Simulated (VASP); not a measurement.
# Rb2Re (P6/mmm) in VASP: notebook

Runs on Rb2Re. Level: PBE. Tasks: single point.

Program: VASP 6.6.1. These are calculated values, not measurements. Logs are shortened: lines on timing, memory, paths and dates and some standing lists are left out, and cuts for length are marked.

## Step 1: The cell of the first run

Symmetry: P6/mmm, No. 191, hexagonal system. Conventional cell: a = 6.208 Å, b = 6.208 Å, c = 2.848 Å, α = 90.00°, β = 90.00°, γ = 120.00°. Within 3.9 Å of Rb (site symmetry -6m2) lie 5 Rb at 2.85 to 3.58 Å and 6 Re at 3.86 Å. Within 3.9 Å of Re (site symmetry 6/mmm) lie 2 Re at 2.85 Å and 12 Rb at 3.86 Å.

## Step 2: Single point, PBE

INCAR reads:

```
ALGO = Normal
EDIFF = 1E-6
ENCUT = 560
GGA = PE
GGA_COMPAT = False
ISIF = 2
ISMEAR = 0
LASPH = True
LCHARG = False
LREAL = False
LWAVE = False
NBANDS = 24
NELM = 120
PREC = Accurate
SIGMA = 0.1
```

KPOINTS reads:

```
k-points
0
Gamma
  3 3 6
```

POSCAR reads:

```
Rb2Re
1.0
    6.2082497871      0.0000000000      0.0000000000
   -3.1041248936      5.3765020286      0.0000000000
    0.0000000000      0.0000000000      2.8483916513
Rb Re
2 1
Direct
    0.3333333333      0.6666666667      0.5000000000
    0.6666666667      0.3333333333      0.5000000000
    0.0000000000      0.0000000000      0.0000000000
```

Potentials or basis: VASP PAW PBE potentials, release 64 (Rb_sv, Re_sv_GW).

On the command line:

```sh
$ cat potpaw_PBE.64/Rb_sv/POTCAR potpaw_PBE.64/Re_sv_GW/POTCAR > POTCAR
$ mpirun -np 1 vasp_std > vasp.out
```

OUTCAR:

```text
EDIFF = 1E-6
   ENCUT = 560
   GGA = PE
   ISIF = 2
   ISMEAR = 0
   LASPH = True
   LREAL = False
   NELM = 120
   PREC = Accurate

 ion  position               nearest neighbor table
   1  0.333  0.667  0.500-   2 3.58   2 3.58   2 3.58   3 3.86   3 3.86   3 3.86   3 3.86   3 3.86
                             3 3.86   2 4.58   2 4.58   2 4.58   2 4.58   2 4.58   2 4.58
   2  0.667  0.333  0.500-   1 3.58   1 3.58   1 3.58   3 3.86   3 3.86   3 3.86   3 3.86   3 3.86
                             3 3.86   1 4.58   1 4.58   1 4.58   1 4.58   1 4.58   1 4.58
   3  0.000  0.000  0.000-   1 3.86   2 3.86   1 3.86   2 3.86   1 3.86   1 3.86   2 3.86   2 3.86
                             2 3.86   2 3.86   1 3.86   1 3.86

  LATTYP: Found a hexagonal cell.
 ALAT       =     6.2082497871
 C/A-ratio  =     0.4588075140

  Lattice vectors:

 A1 = (   6.2082497871,   0.0000000000,   0.0000000000)
 A2 = (  -3.1041248936,   5.3765020286,   0.0000000000)
 A3 = (   0.0000000000,   0.0000000000,   2.8483916513)

Analysis of symmetry for initial positions (statically):
=====================================================================
 Subroutine PRICEL returns:
 Original cell was already a primitive cell.

 Routine SETGRP: Setting up the symmetry group for a
 hexagonal supercell.

 Subroutine GETGRP returns: Found 24 space group operations
 (whereof 24 operations were pure point group operations)
 out of a pool of 24 trial point group operations.

The static configuration has the point symmetry D_6h.

Analysis of symmetry for dynamics (positions and initial velocities):
=====================================================================
 Subroutine PRICEL returns:
 Original cell was already a primitive cell.

 Routine SETGRP: Setting up the symmetry group for a
 hexagonal supercell.

 Subroutine GETGRP returns: Found 24 space group operations
 (whereof 24 operations were pure point group operations)
 out of a pool of 24 trial point group operations.

The dynamic configuration has the point symmetry D_6h.

 Subroutine INISYM returns: Found 24 space group operations
 (whereof 24 operations are pure point group operations),
 and found     1 'primitive' translations

----------------------------------------------------------------------------------------

                                     Primitive cell

  volume of cell :      95.0755

  direct lattice vectors                    reciprocal lattice vectors
[... 74 lines left out ...]
   ENCUT  =  560.0 eV  41.16 Ry    6.42 a.u.  11.98 11.98  5.50*2*pi/ulx,y,z
   NELM   =    120;   NELMIN=  2; NELMDL= -5     # of ELM steps
   EDIFF  = 0.1E-05   stopping-criterion for ELM
   LREAL  =      F    real-space projection
   EDIFFG = 0.1E-04   stopping-criterion for IOM
   NSW    =      0    number of steps for IOM
   IBRION =     -1    ionic relax: 0-MD 1-quasi-New 2-CG
   NFREE  =      0    steps in history (QN), initial steepest desc. (CG)
   ISIF   =      2    stress and relaxation
   ISYM   =      2    0-nonsym 1-usesym 2-fastsym
   POTIM  = 0.5000    time-step for ionic-motion
   TEBEG  =    0.0;   TEEND  =   0.0 temperature during run
   PSTRESS=    0.0 pullay stress
   NELECT =      33.0000    total number of electrons
   NUPDOWN=      -1.0000    fix difference up-down
   EMIN   =  10.00;   EMAX   =-10.00  energy-range for DOS
   EFERMI =   0.00;   METHOD = LEGACY
   ISMEAR =     0;   SIGMA  =   0.10  broadening in eV -4-tet -1-fermi 0-gaus
   EFERMI_NEDOS =   21; number of points for ismear=-14 and -15
   IALGO  =     38    algorithm
   IMIX   =      4    mixing-type and parameters
     AMIX     =   0.40;   BMIX     =  1.00
     AMIX_MAG =   1.60;   BMIX_MAG =  1.00
  volume/ion in A,a.u.               =      31.69       213.87
  Fermi-wavevector in a.u.,A,eV,Ry     =   1.150509  2.174146 18.009628  1.323670
  Thomas-Fermi vector in A             =   2.287172
   LORBIT       =      0    0 simple, 1 ext, 2 COOP (PROOUT), +10 PAW based schemes
   GGA     = PE    functional components
   LHFCALC =     F    Hartree Fock is set to
   AEXX    =    0.0000 exact exchange contribution
   IVDW    =     0    specifies the selected vdW correction
   LEPSILON=     F    determine dielectric tensor
   LRPA    =     F    only Hartree local field effects (RPA)
 non-spin polarized calculation
 Gauss-broadening in eV      SIGMA  =   0.10
  energy-cutoff  :      560.00
  volume of cell :       95.08
 maximum number of plane-waves:      2886
 NGX is ok and might be reduce to    48
   NGX = 23   NGY = 23   NGZ = 11

 number of electron      33.0000000 magnetization

 Free energy of the ion-electron system (eV)
  ---------------------------------------------------
  ext. energy  EPLUGINS =         0.00000000
  ---------------------------------------------------
  free energy    TOTEN  =       -10.22562519 eV

  energy without entropy =      -10.17385021  energy(sigma->0) =      -10.19973770

 E-fermi :   3.2319     XC(G=0):  -9.0953

 val. band max:        3.2159254635   @ k =   0.3333   0.0000   0.3333
 cond. band min:       3.2633526598   @ k =   0.3333   0.3333   0.3333
 fundamental gap:      0.0474271963
 Fermi energy:         3.2318602752

 k-point     1 :       0.0000    0.0000    0.0000
  band No.  band energies     occupation
      1     -76.2229      2.00000
      2     -37.9472      2.00000
      3     -37.9142      2.00000
      4     -37.9142      2.00000
      5     -25.4865      2.00000
      6     -25.3470      2.00000
[... 313 lines left out ...]
     23       8.2801      0.00000
     24       8.2801      0.00000

------------------------ aborting loop because EDIFF is reached ----------------------------------------

  FORCE on cell =-STRESS in cart. coord.  units (eV):
  Direction    XX          YY          ZZ          XY          YZ          ZX
  --------------------------------------------------------------------------------------
  -------------------------------------------------------------------------------------
  Total       -0.1174117     -0.1174117      0.1314313      0.0000000     -0.0000000      0.0000000
  in kB       -1.9785785     -1.9785785      2.2148307      0.0000000     -0.0000000      0.0000000
  external PRESSURE =      -0.5807755 kB  Pullay stress =       0.0000000 kB

 VOLUME and BASIS-vectors are now :
 -----------------------------------------------------------------------------
  energy-cutoff  :      560.00
  volume of cell :       95.08
      direct lattice vectors                 reciprocal lattice vectors
     6.208249787  0.000000000  0.000000000     0.161075993  0.092997268  0.000000000
    -3.104124894  5.376502029  0.000000000     0.000000000  0.185994536  0.000000000
     0.000000000  0.000000000  2.848391651     0.000000000  0.000000000  0.351075316

 POSITION                                       TOTAL-FORCE (eV/Angst)
 -----------------------------------------------------------------------------------
     -0.00000      3.58433      1.42420        -0.000000      0.000000      0.000000
      3.10412      1.79217      1.42420         0.000000     -0.000000     -0.000000
      0.00000      0.00000      0.00000        -0.000000      0.000000     -0.000000
 -----------------------------------------------------------------------------------
    total drift:                               -0.000000      0.000000     -0.000000

  FREE ENERGIE OF THE ION-ELECTRON SYSTEM (eV)
  ---------------------------------------------------
  free  energy   TOTEN  =       -10.2256251935 eV

  energy  without entropy=      -10.1738502098  energy(sigma->0) =      -10.19973770
```

It took 16 s on 1 thread of Intel Xeon 6975P-C (Granite Rapids), shared host; peak memory 0.24 GiB.

Results:

```yaml
Free_energy: -10.2256 eV
Pressure: -0.1 GPa
Band_gap_on_the_k_mesh: zero (an odd number of electrons rules out a gap without spin polarisation)
```

Stress tensor (GPa, compression positive):
```
-0.20  0.00  0.00
 0.00 -0.20  0.00
 0.00  0.00  0.22
```

Caveat: the k points lie up to 0.39 Å⁻¹ apart, too coarse for converged energies and pressures of a metal; spin-orbit coupling is left out, which moves the levels of the heavy elements.

## Step 3: Single point, PBE

This run uses another cell than the first one, of 30.96 Å³/atom.

INCAR reads:

```
ALGO = Normal ; EDIFF = 1E-6
ENCUT = 560 ; GGA = PE
GGA_COMPAT = F ; ISIF = 2
ISMEAR = 0 ; LASPH = T
LCHARG = F ; LREAL = F
LWAVE = F ; NBANDS = 24
NELM = 120 ; PREC = Accurate
SIGMA = 0.1
```

KPOINTS reads:

```
k-points
0
Gamma
  6 6 4
```

POSCAR reads:

```
Rb2Re
1.0
    6.0846956935      0.0000000000      0.0000000000
   -3.0423478468      5.2695010449      0.0000000000
    0.0000000000      0.0000000000      2.8967368707
Rb Re
2 1
Direct
    0.3333333333      0.6666666667      0.5000000000
    0.6666666667      0.3333333333      0.5000000000
    0.0000000000      0.0000000000      0.0000000000
```

Potentials or basis: VASP PAW PBE potentials, release 64 (Rb_sv, Re_sv_GW).

On the command line:

```sh
$ cat potpaw_PBE.64/Rb_sv/POTCAR potpaw_PBE.64/Re_sv_GW/POTCAR > POTCAR
$ mpirun -np 1 vasp_std > vasp.out
```

It took 36 s on 1 thread of Intel Xeon Platinum 8559C (Emerald Rapids), shared host; peak memory 0.24 GiB.

The run converged. Its results:

| Property | Result |
| --- | --- |
| Free energy | -10.1762 eV |
| Pressure | 0.1 GPa |
| Band gap on the k mesh | zero (an odd number of electrons rules out a gap without spin polarisation) |

Stress tensor (GPa, compression positive):
```
0.00 0.00 0.00
0.00 0.00 0.00
0.00 0.00 0.25
```

Levels at points of the mesh, in eV from the Fermi level:
```tsv
k point	band 13	band 14	band 15	band 16	band 17	band 18	band 19	band 20
(0.00, 0.00, 0.00)	-4.11	-1.53	-0.19	-0.19	1.11	1.11	2.10	2.10
(0.50, 0.00, 0.00)	-3.53	-0.99	-0.84	-0.33	-0.31	1.61	2.10	2.11
(0.00, 0.00, 0.50)	-1.14	-1.14	-0.25	-0.25	-0.19	1.34	2.87	2.87
(0.50, 0.00, 0.50)	-1.22	-1.07	-0.91	0.34	0.46	0.89	2.31	2.47
```

Caveat: the k points lie up to 0.54 Å⁻¹ apart, too coarse for converged energies and pressures of a metal; spin-orbit coupling is left out, which moves the levels of the heavy elements.

The gap in the log of VASP goes by the Fermi energy; the results here count the filled bands.